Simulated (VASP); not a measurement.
# HfC (CsCl type) (Pm-3m) in VASP: a series of runs

The runs below take HfC (CsCl type) through single point, relaxation of cell and atoms, with PBE.

Everything below comes from runs of VASP 6.6.1. Logs are shortened: lines on timing, memory, paths and dates and some standing lists are left out, and cuts for length are marked.

### Step 1. The cell of the first run

Symmetry: Pm-3m, No. 221, cubic system. Conventional cell: a = 2.821 Å, b = 2.821 Å, c = 2.821 Å, α = 90.00°, β = 90.00°, γ = 90.00°. Within 3.2 Å of Hf (site symmetry m-3m) lie 8 C at 2.44 Å and 6 Hf at 2.82 Å. Within 3.2 Å of C (site symmetry m-3m) lie 8 Hf at 2.44 Å and 6 C at 2.82 Å.

### Step 2. Single point, PBE

Input file INCAR:

```
SYSTEM = HfC
PREC = Accurate
ENCUT = 520
EDIFF = 1E-6
ISMEAR = -1
SIGMA = 0.05
LREAL = .False.
LASPH = .True.
NELM = 60
ALGO = Normal
ISIF = 2
LWAVE = .False.
LCHARG = .True.
GGA = PE
LELF = .True.
LVHAR = .True.
NBANDS = 14
```

Input file KPOINTS:

```
regular mesh
0
Gamma
  13 13 13
  0 0 0
```

Input file POSCAR:

```
HfC
1.0
    2.8214589578      0.0000000000      0.0000000000
    0.0000000000      2.8214589578      0.0000000000
    0.0000000000      0.0000000000      2.8214589578
Hf C
1 1
Direct
    0.0000000000      0.0000000000      0.0000000000
    0.5000000000      0.5000000000      0.5000000000
```

Potentials or basis: VASP PAW PBE potentials, release 64 (Hf_pv, C).

The run is started by

```console
> cat potpaw_PBE.64/Hf_pv/POTCAR potpaw_PBE.64/C/POTCAR > POTCAR
> mpirun -np 1 vasp_std > vasp.out
```

OUTCAR:

```text
SYSTEM = HfC
   PREC = Accurate
   ENCUT = 520
   EDIFF = 1E-6
   ISMEAR = -1
   LREAL = .False.
   LASPH = .True.
   NELM = 60
   ISIF = 2
   GGA = PE

 ion  position               nearest neighbor table
   1  0.000  0.000  0.000-   2 2.44   2 2.44   2 2.44   2 2.44   2 2.44   2 2.44   2 2.44   2 2.44

   2  0.500  0.500  0.500-   1 2.44   1 2.44   1 2.44   1 2.44   1 2.44   1 2.44   1 2.44   1 2.44

  LATTYP: Found a simple cubic cell.
 ALAT       =     2.8214589578

  Lattice vectors:

 A1 = (   2.8214589578,   0.0000000000,   0.0000000000)
 A2 = (   0.0000000000,   2.8214589578,   0.0000000000)
 A3 = (   0.0000000000,   0.0000000000,   2.8214589578)

Analysis of symmetry for initial positions (statically):
=====================================================================
 Subroutine PRICEL returns:
 Original cell was already a primitive cell.

 Routine SETGRP: Setting up the symmetry group for a
 simple cubic supercell.

 Subroutine GETGRP returns: Found 48 space group operations
 (whereof 48 operations were pure point group operations)
 out of a pool of 48 trial point group operations.

The static configuration has the point symmetry O_h .

Analysis of symmetry for dynamics (positions and initial velocities):
=====================================================================
 Subroutine PRICEL returns:
 Original cell was already a primitive cell.

 Routine SETGRP: Setting up the symmetry group for a
 simple cubic supercell.

 Subroutine GETGRP returns: Found 48 space group operations
 (whereof 48 operations were pure point group operations)
 out of a pool of 48 trial point group operations.

The dynamic configuration has the point symmetry O_h .

 Subroutine INISYM returns: Found 48 space group operations
 (whereof 48 operations are pure point group operations),
 and found     1 'primitive' translations

----------------------------------------------------------------------------------------

                                     Primitive cell

  volume of cell :      22.4606

  direct lattice vectors                    reciprocal lattice vectors
     2.821458958  0.000000000  0.000000000     0.354426563  0.000000000  0.000000000
     0.000000000  2.821458958  0.000000000     0.000000000  0.354426563  0.000000000
     0.000000000  0.000000000  2.821458958     0.000000000  0.000000000  0.354426563

  length of vectors
     2.821458958  2.821458958  2.821458958     0.354426563  0.354426563  0.354426563

  position of ions in fractional coordinates (direct lattice)
     0.000000000  0.000000000  0.000000000
     0.500000000  0.500000000  0.500000000

  ion indices of the primitive-cell ions
   primitive index   ion index
                 1           1
                 2           2

----------------------------------------------------------------------------------------

 KPOINTS: regular mesh

Automatic generation of k-mesh.
 Grid dimensions read from file:
 generate k-points for:   13   13   13

 Generating k-lattice:

  Cartesian coordinates                     Fractional coordinates (reciprocal lattice)
     0.027263582  0.000000000  0.000000000     0.076923077  0.000000000  0.000000000
     0.000000000  0.027263582  0.000000000     0.000000000  0.076923077  0.000000000
     0.000000000  0.000000000  0.027263582     0.000000000  0.000000000  0.076923077

  Length of vectors
     0.027263582  0.027263582  0.027263582

  Shift w.r.t. Gamma in fractional coordinates (k-lattice)
     0.000000000  0.000000000  0.000000000

 Subroutine IBZKPT returns following result:
 ===========================================

 Found     84 irreducible k-points:

 Following reciprocal coordinates:
            Coordinates               Weight
  0.000000  0.000000  0.000000      1.000000
  0.076923  0.000000  0.000000      6.000000
  0.153846  0.000000  0.000000      6.000000
  0.230769  0.000000  0.000000      6.000000
  0.307692  0.000000  0.000000      6.000000
  0.384615  0.000000  0.000000      6.000000
[... 16 lines left out ...]
  0.307692  0.307692  0.000000     12.000000
  0.384615  0.307692  0.000000     24.000000
 [... further k-points ...]
   k-points           NKPTS =     84   k-points in BZ     NKDIM =     84   number of bands    NBANDS=     14
   number of dos      NEDOS =    301   number of ions     NIONS =      2
   total plane-waves  NPLWV =  13824
   dimension x,y,z NGX =    24 NGY =   24 NGZ =   24
   dimension x,y,z NGXF=    48 NGYF=   48 NGZF=   48
   ions per type =               1   1
   NGX,Y,Z   is equivalent  to a cutoff of  14.14, 14.14, 14.14 a.u.
   NGXF,Y,Z  is equivalent  to a cutoff of  28.28, 28.28, 28.28 a.u.
 SYSTEM =  HfC
   PREC   = accura    normal or accurate (medium, high low for compatibility)
   ISTART =      0    job   : 0-new  1-cont  2-samecut
   ICHARG =      2    charge: 1-file 2-atom 10-const
   ISPIN  =      1    spin polarized calculation?
   LNONCOLLINEAR =      F non collinear calculations
   LSORBIT =      F    spin-orbit coupling
   LASPH  =      T    aspherical Exc in radial PAW
   ENCUT  =  520.0 eV  38.22 Ry    6.18 a.u.   5.25  5.25  5.25*2*pi/ulx,y,z
   NELM   =     60;   NELMIN=  2; NELMDL= -5     # of ELM steps
   EDIFF  = 0.1E-05   stopping-criterion for ELM
   LREAL  =      F    real-space projection
   EDIFFG = 0.1E-04   stopping-criterion for IOM
   NSW    =      0    number of steps for IOM
   IBRION =     -1    ionic relax: 0-MD 1-quasi-New 2-CG
   NFREE  =      0    steps in history (QN), initial steepest desc. (CG)
   ISIF   =      2    stress and relaxation
   ISYM   =      2    0-nonsym 1-usesym 2-fastsym
   POTIM  = 0.5000    time-step for ionic-motion
   TEBEG  =    0.0;   TEEND  =   0.0 temperature during run
   PSTRESS=    0.0 pullay stress
   NELECT =      14.0000    total number of electrons
   NUPDOWN=      -1.0000    fix difference up-down
   EMIN   =  10.00;   EMAX   =-10.00  energy-range for DOS
   EFERMI =   0.00;   METHOD = LEGACY
   ISMEAR =    -1;   SIGMA  =   0.05  broadening in eV -4-tet -1-fermi 0-gaus
   EFERMI_NEDOS =   21; number of points for ismear=-14 and -15
   IALGO  =     38    algorithm
   IMIX   =      4    mixing-type and parameters
     AMIX     =   0.40;   BMIX     =  1.00
     AMIX_MAG =   1.60;   BMIX_MAG =  1.00
  volume/ion in A,a.u.               =      11.23        75.79
  Fermi-wavevector in a.u.,A,eV,Ry     =   1.398440  2.642668 26.608014  1.955634
  Thomas-Fermi vector in A             =   2.521598
   LORBIT       =      0    0 simple, 1 ext, 2 COOP (PROOUT), +10 PAW based schemes
   GGA     = PE    functional components
   LHFCALC =     F    Hartree Fock is set to
   AEXX    =    0.0000 exact exchange contribution
   IVDW    =     0    specifies the selected vdW correction
   LEPSILON=     F    determine dielectric tensor
   LRPA    =     F    only Hartree local field effects (RPA)
 non-spin polarized calculation
  energy-cutoff  :      520.00
  volume of cell :       22.46
 maximum number of plane-waves:       624
 NGX is ok and might be reduce to    24
   NGX = 11   NGY = 11   NGZ = 11

 number of electron      13.9999999 magnetization

 Free energy of the ion-electron system (eV)
  ---------------------------------------------------
  ext. energy  EPLUGINS =         0.00000000
  ---------------------------------------------------
  free energy    TOTEN  =       -18.24950283 eV

  energy without entropy =      -18.23311625  energy(sigma->0) =      -18.24130954

 E-fermi :   7.2819     XC(G=0): -12.9596

 val. band max:        7.2753351982   @ k =   0.0769   0.0769   0.0769
 cond. band min:       7.3018685067   @ k =   0.2308   0.2308   0.0000
 fundamental gap:      0.0265333086
 Fermi energy:         7.2819201074

 k-point     1 :       0.0000    0.0000    0.0000
  band No.  band energies     occupation
      1     -22.3640      2.00000
      2     -22.3640      2.00000
      3     -22.3640      2.00000
      4      -5.9436      2.00000
      5       5.1415      2.00000
      6       5.1415      2.00000
      7       8.4908      0.00000
      8       8.4908      0.00000
      9       8.4908      0.00000
     10      14.0004      0.00000
     11      14.0004      0.00000
     12      14.0004      0.00000
     13      15.1006      0.00000
     14      20.8906      0.00000

 k-point     2 :       0.0769    0.0000    0.0000
  band No.  band energies     occupation
      1     -22.4497      2.00000
      2     -22.3564      2.00000
      3     -22.3564      2.00000
      4      -5.7991      2.00000
      5       5.0846      2.00000
      6       5.2035      2.00000
      7       8.3156      0.00000
      8       8.3156      0.00000
      9       8.4338      0.00000
     10      14.0349      0.00000
     11      14.1369      0.00000
     12      14.1369      0.00000
     13      15.4062      0.00000
     14      20.8907      0.00000

 k-point     3 :       0.1538    0.0000    0.0000
  band No.  band energies     occupation
      1     -22.6809      2.00000
      2     -22.3351      2.00000
      3     -22.3351      2.00000
      4      -5.3863      2.00000
      5       4.6652      2.00000
      6       5.3815      2.00000
      7       7.8668      0.00002
      8       7.8668      0.00002
      9       8.6946      0.00000
     10      14.1325      0.00000
     11      14.4997      0.00000
     12      14.4997      0.00000
     13      16.1180      0.00000
     14      20.8912      0.00000
[... 324 lines left out ...]
 k-point    23 :       0.3077    0.3077    0.0000
  band No.  band energies     occupation
      1     -23.1953      2.00000
      2     -23.1334      2.00000
      3     -22.1892      2.00000
      4      -3.1477      2.00000
      5       2.7388      2.00000
      6       4.8544      2.00000
      7       7.4099      0.14363
      8       7.8407      0.00003
      9      11.5169      0.00000
     10      12.9136      0.00000
     11      13.4644      0.00000
     12      14.7044      0.00000
     13      17.9787      0.00000
     14      20.8931      0.00000

 k-point    24 :       0.3846    0.3077    0.0000
  band No.  band energies     occupation
      1     -23.4046      2.00000
      2     -23.1201      2.00000
      3     -22.1647      2.00000
      4      -2.9626      2.00000
      5       2.6516      2.00000
      6       4.8563      2.00000
      7       7.5352      0.01254
      8       7.6986      0.00048
      9      11.3870      0.00000
     10      13.5137      0.00000
     11      13.8638      0.00000
     12      13.9697      0.00000
     13      18.0909      0.00000
     14      20.8938      0.00000

 [... further k-points ...]
[... 5 lines left out ...]
  --------------------------------------------------------------------------------------
  -------------------------------------------------------------------------------------
  Total        2.5941542      2.5941542      2.5941542     -0.0000000      0.0000000      0.0000000
  in kB      185.0483221    185.0483221    185.0483221     -0.0000000      0.0000000      0.0000000
  external PRESSURE =     185.0483221 kB  Pullay stress =       0.0000000 kB

 VOLUME and BASIS-vectors are now :
 -----------------------------------------------------------------------------
  energy-cutoff  :      520.00
  volume of cell :       22.46
      direct lattice vectors                 reciprocal lattice vectors
     2.821458958  0.000000000  0.000000000     0.354426563  0.000000000  0.000000000
     0.000000000  2.821458958  0.000000000     0.000000000  0.354426563  0.000000000
     0.000000000  0.000000000  2.821458958     0.000000000  0.000000000  0.354426563

 POSITION                                       TOTAL-FORCE (eV/Angst)
 -----------------------------------------------------------------------------------
      0.00000      0.00000      0.00000         0.000000      0.000000      0.000000
      1.41073      1.41073      1.41073         0.000000      0.000000      0.000000
 -----------------------------------------------------------------------------------
    total drift:                                0.000000      0.000000     -0.000000

  FREE ENERGIE OF THE ION-ELECTRON SYSTEM (eV)
  ---------------------------------------------------
  free  energy   TOTEN  =       -18.2495028316 eV

  energy  without entropy=      -18.2331162459  energy(sigma->0) =      -18.24130954
```

Run time: 18 s. Hardware: 1 thread of Intel Xeon 8259CL, shared host; peak memory 0.16 GiB.

Results:

```yaml
Free_energy: -18.2495 eV
Pressure: 18.5 GPa
Band_gap_on_the_k_mesh: zero (band 7 reaches 8.49 eV, above the bottom of band 8 at 6.36 eV)
```

Levels at points of the mesh, in eV from the Fermi level:
| k point | band 4 | band 5 | band 6 | band 7 | band 8 | band 9 | band 10 | band 11 |
| --- | --- | --- | --- | --- | --- | --- | --- | --- |
| (0.00, 0.00, 0.00) | -13.23 | -2.14 | -2.14 | 1.21 | 1.21 | 1.21 | 6.72 | 6.72 |

Caveat: spin-orbit coupling is left out, which moves the levels of the heavy elements.

### Step 3. Single point, PBE

Input file INCAR:

```
ALGO = Normal
EDIFF = 1E-6
ENCUT = 520
GGA = PE
ISIF = 2
ISMEAR = -1
LASPH = T
LCHARG = F
LREAL = F
LWAVE = F
NBANDS = 14
NELM = 80
PREC = Accurate
SIGMA = 0.05
```

Input file KPOINTS:

```
k-points
0
Gamma
  13 13 13
```

Input file POSCAR:

```
HfC
1.0
    2.8219088139      0.0000000000      0.0000000000
    0.0000000000      2.8219088139      0.0000000000
    0.0000000000      0.0000000000      2.8219088139
Hf C
1 1
Direct
    0.0000000000      0.0000000000      0.0000000000
    0.5000000000      0.5000000000      0.5000000000
```

Potentials or basis: VASP PAW PBE potentials, release 64 (Hf_pv, C).

The run is started by

```console
> cat potpaw_PBE.64/Hf_pv/POTCAR potpaw_PBE.64/C/POTCAR > POTCAR
> mpirun -np 1 vasp_std > vasp.out
```

Wall time 19 s (1 thread of Intel Xeon 8259CL, shared host); peak memory 0.16 GiB.

Results (log left out):

| Property | Result |
| --- | --- |
| Free energy | -18.2507 eV |
| Pressure | 18.4 GPa |
| Band gap on the k mesh | zero (band 7 reaches 8.49 eV, above the bottom of band 8 at 6.35 eV) |

Levels at points of the mesh, in eV from the Fermi level:
| k point | band 3 | band 4 | band 5 | band 6 | band 7 | band 8 | band 9 | band 10 | band 11 | band 12 |
| --- | --- | --- | --- | --- | --- | --- | --- | --- | --- | --- |
| (0.00, 0.00, 0.00) | -29.65 | -13.22 | -2.14 | -2.14 | 1.21 | 1.21 | 1.21 | 6.71 | 6.71 | 6.71 |

Caveat: spin-orbit coupling is left out, which moves the levels of the heavy elements.

### Step 4. Relaxation of cell and atoms, PBE, target pressure 20 GPa, at which the enthalpy is minimised

This run uses another cell than the first one, of 10.99 Å³/atom, 0.978 times its volume.

Input file INCAR:

```
PREC = Accurate
ENCUT = 600
EDIFF = 1E-6
ISMEAR = -1
SIGMA = 0.05
LREAL = False
LASPH = True
NELM = 60
ALGO = Normal
ISIF = 3
LWAVE = False
LCHARG = False
GGA = PE
IBRION = 2
NSW = 60
EDIFFG = -0.005
PSTRESS = 200.0
```

Input file KPOINTS:

```
Automatic mesh
0
Gamma
  13 13 13
```

Input file POSCAR:

```
HfC
1.0
    2.8008260595      0.0000000000      0.0000000000
    0.0000000000      2.8008260595      0.0000000000
    0.0000000000      0.0000000000      2.8008260595
Hf C
1 1
Direct
    0.0000000000      0.0000000000      0.0000000000
    0.5000000000      0.5000000000      0.5000000000
```

The run is started by

```console
> cat potpaw_PBE.64/Hf_pv/POTCAR potpaw_PBE.64/C/POTCAR > POTCAR
> mpirun -np 1 vasp_std > vasp.out
```

Wall time 51 s (1 thread of Intel Xeon 8259CL, shared host); peak memory 0.17 GiB.

The run converged. Its results:

```
Free energy                                            : -18.2349 eV
Relaxed volume                                         : 11.17 Å³/atom
Relaxed cell                                           : a = 2.816 Å, b = 2.816 Å, c = 2.816 Å, α = 90.00°, β = 90.00°, γ = 90.00°
Space group after relaxing (to 0.05 Å)                 : Pm-3m (No. 221)
Energy change on relaxing (the enthalpy is what falls) : -25.2 meV/atom
Ionic steps                                            : 3
Pressure after relaxing                                : 20.0 GPa
Band gap on the k mesh                                 : zero (band 7 reaches 8.55 eV, above the bottom of band 8 at 6.40 eV)
```

Step by step:
```
step  energy change (eV)  largest force (eV/Å)  pressure (GPa)  volume (Å³)
   1              0.0000                0.0000           24.77        21.97
   2             -0.1188                0.0000           11.84        23.03
   3             -0.0504                0.0000           19.96        22.33
```

Final structure:
```yaml
crystal:
  lattice:
    - [2.81612, 0.00000, 0.00000]
    - [0.00000, 2.81612, 0.00000]
    - [0.00000, 0.00000, 2.81612]
  atoms:
    - { symbol: Hf, position: [0.00000, 0.00000, 0.00000] }
    - { symbol: C, position: [0.50000, 0.50000, 0.50000] }
```

Levels at points of the mesh, in eV from the Fermi level:
```csv
k point,band 3,band 4,band 5,band 6,band 7,band 8,band 9,band 10,band 11
"(0.00, 0.00, 0.00)",-29.62,-13.26,-2.16,-2.16,1.22,1.22,1.22,6.76,6.76
```

Caveat: the cell is relaxed towards a set pressure, so the enthalpy falls and the energy may rise; spin-orbit coupling is left out, which moves the levels of the heavy elements.

### Step 5. Relaxation of cell and atoms, PBE, target pressure 20 GPa, at which the enthalpy is minimised

Input file INCAR:

```
SYSTEM = HfC
  PREC = Accurate
  ENCUT = 600
  EDIFF = 1E-6
  ISMEAR = -1
  SIGMA = 0.05
  LREAL = .False.
  LASPH = .True.
  NELM = 80
  ALGO = Normal
  ISIF = 3
  LWAVE = .False.
  LCHARG = .False.
  GGA = PE
  IBRION = 2
  NSW = 32
  EDIFFG = -0.005
  PSTRESS = 200.0
```

Input file KPOINTS:

```
regular mesh
0
Gamma
  13 13 13
  0 0 0
```

Input file POSCAR:

```
HfC
1.0
    2.8214589578      0.0000000000      0.0000000000
    0.0000000000      2.8214589578      0.0000000000
    0.0000000000      0.0000000000      2.8214589578
Hf C
1 1
Direct
    0.0000000000      0.0000000000      0.0000000000
    0.5000000000      0.5000000000      0.5000000000
```

The run is started by

```console
> cat potpaw_PBE.64/Hf_pv/POTCAR potpaw_PBE.64/C/POTCAR > POTCAR
> mpirun -np 1 vasp_std > vasp.out
```

Run time: 43 s. Hardware: 1 thread of Intel Xeon 8259CL, shared host; peak memory 0.17 GiB.

The run converged. Its results:

```
Free energy                                            : -18.2350 eV
Relaxed volume                                         : 11.17 Å³/atom
Relaxed cell                                           : a = 2.816 Å, b = 2.816 Å, c = 2.816 Å, α = 90.00°, β = 90.00°, γ = 90.00°
Space group after relaxing (to 0.05 Å)                 : Pm-3m (No. 221)
Energy change on relaxing (the enthalpy is what falls) : +7.8 meV/atom
Ionic steps                                            : 3
Pressure after relaxing                                : 20.0 GPa
Band gap on the k mesh                                 : zero (band 7 reaches 8.55 eV, above the bottom of band 8 at 6.40 eV)
```

The path:
| step | energy change (eV) | largest force (eV/Å) | pressure (GPa) | volume (Å³) |
| --- | --- | --- | --- | --- |
| 1 | 0.0000 | 0.0000 | 18.41 | 22.46 |
| 2 | 0.0464 | 0.0000 | 22.98 | 22.10 |
| 3 | 0.0156 | 0.0000 | 20.01 | 22.33 |

Final structure:
```xyz
2
Lattice="2.8160 0.0000 0.0000 0.0000 2.8160 0.0000 0.0000 0.0000 2.8160" Properties=species:S:1:pos:R:3 pbc="T T T"
Hf    0.0000    0.0000    0.0000
C     1.4080    1.4080    1.4080
```

Levels at points of the mesh, in eV from the Fermi level:
```tsv
k point	band 3	band 4	band 5	band 6	band 7	band 8	band 9	band 10	band 11
(0.00, 0.00, 0.00)	-29.62	-13.26	-2.16	-2.16	1.22	1.22	1.22	6.76	6.76
```

Caveat: the cell is relaxed towards a set pressure, so the enthalpy falls and the energy may rise; spin-orbit coupling is left out, which moves the levels of the heavy elements.

### Step 6. Summary

| task | cell | cutoff (eV) | gap on the mesh (eV) | pressure (GPa) |
| --- | --- | --- | --- | --- |
| single point | a = 2.821 Å, 2 atoms | 520 | none | 18.5 |
| single point | a = 2.822 Å, 2 atoms | 520 | none | 18.4 |
| relaxation of cell and atoms | relaxed to 20 GPa from a = 2.801 Å, 2 atoms | 600 | none | 20.0 |
| relaxation of cell and atoms | relaxed to 20 GPa from a = 2.821 Å, 2 atoms | 600 | none | 20.0 |

Alike in all rows: level PBE; potentials or basis VASP PAW PBE potentials, release 64 (Hf_pv, C); no spin polarisation; k mesh 13 × 13 × 13; smearing fermi-dirac 0.05 eV.

Caveats: spin-orbit coupling is left out, which moves the levels of the heavy elements; the cell is relaxed towards a set pressure, so the enthalpy falls and the energy may rise (some runs).

Absolute energies hang on the potentials; compare differences alone.
